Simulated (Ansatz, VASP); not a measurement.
# Two plane-wave programs on Mg3ZnS4

The input INCAR:

```
ALGO = Normal
EDIFF = 1E-7
EDIFFG = -0.01
ENCUT = 600
GGA = PE
IBRION = 2
ISIF = 3
ISMEAR = 0
LASPH = True
LCHARG = False
LREAL = False
LWAVE = False
NELM = 80
NSW = 100
PREC = Accurate
SIGMA = 0.02
```

Contents of KPOINTS:

```
k-points
0
Gamma
  8 8 4
```

File POSCAR:

```
Mg3ZnS4
1.0
    3.6773859000      0.0000000000      0.0000000000
    0.0000000000      3.6773859000      0.0000000000
    0.0000000000      0.0000000000     10.3971707000
Mg Zn S
3 1 4
Direct
    0.0000000000      0.0000000000      0.7527100000
    0.0000000000      0.0000000000      0.2472900000
    0.5000000000      0.5000000000      0.5000000000
    0.5000000000      0.5000000000      0.0000000000
    0.0000000000      0.0000000000      0.0000000000
    0.5000000000      0.5000000000      0.2463500000
    0.0000000000      0.0000000000      0.5000000000
    0.5000000000      0.5000000000      0.7536500000
```

Input for Ansatz:

```yaml
crystal:
  lattice:
    - [3.6773859, 0.0, 0.0]
    - [0.0, 3.6773859, 0.0]
    - [0.0, 0.0, 10.3971707]
  atoms:
    - { symbol: Mg, position: [0.0, 0.0, 0.75271] }
    - { symbol: Mg, position: [0.0, 0.0, 0.24729] }
    - { symbol: Mg, position: [0.5, 0.5, 0.5] }
    - { symbol: Zn, position: [0.5, 0.5, 0.0] }
    - { symbol: S, position: [0.0, 0.0, 0.0] }
    - { symbol: S, position: [0.5, 0.5, 0.24635] }
    - { symbol: S, position: [0.0, 0.0, 0.5] }
    - { symbol: S, position: [0.5, 0.5, 0.75365] }
basis:
  ecutwfc: 420
kpoints:
  mp_grid: { grid: [8, 8, 4] }
hamiltonian:
  xc: pbe
scf:
  occupations: { method: gaussian, width: 0.02 }
output:
  forces: true
  stress: true
  eigenvalues: true
  write_density: true
  write_potential: true
  elf: true
  volumetric_format: npy
relax:
  adjacent_minimum: "off"
  f_tol: 0.01
  max_steps: 80
  cell: { stress_tol: 0.05 }
```

Alike in both runs: task relaxation of cell and atoms; functional PBE; k mesh 8 × 8 × 4; occupations gaussian, width 0.02 eV; no spin polarisation.

|  | VASP | Ansatz |
| --- | --- | --- |
| version | VASP 6.6.1 | Ansatz 0.2.0 |
| potentials or method | VASP PAW PBE potentials, release 64 (Mg, Zn, S), cutoff 600 eV | scalar-relativistic, plane waves, PAW |
| valence electrons in the cell | 42 | 66 |

```tsv
	VASP	Ansatz	Ansatz less VASP
gap on the k mesh at the Fermi level, each at its own relaxed structure (eV)	1.02	1.03	+0.009
relaxed volume (Å³/atom)	17.54	17.58	+0.039
relaxed cell length with the largest relative difference (Å)	3.674	3.677	+0.0032
```

VASP's potentials hold 42 valence electrons a cell and Ansatz's 66, so a difference there can come from the potentials and not from the codes.
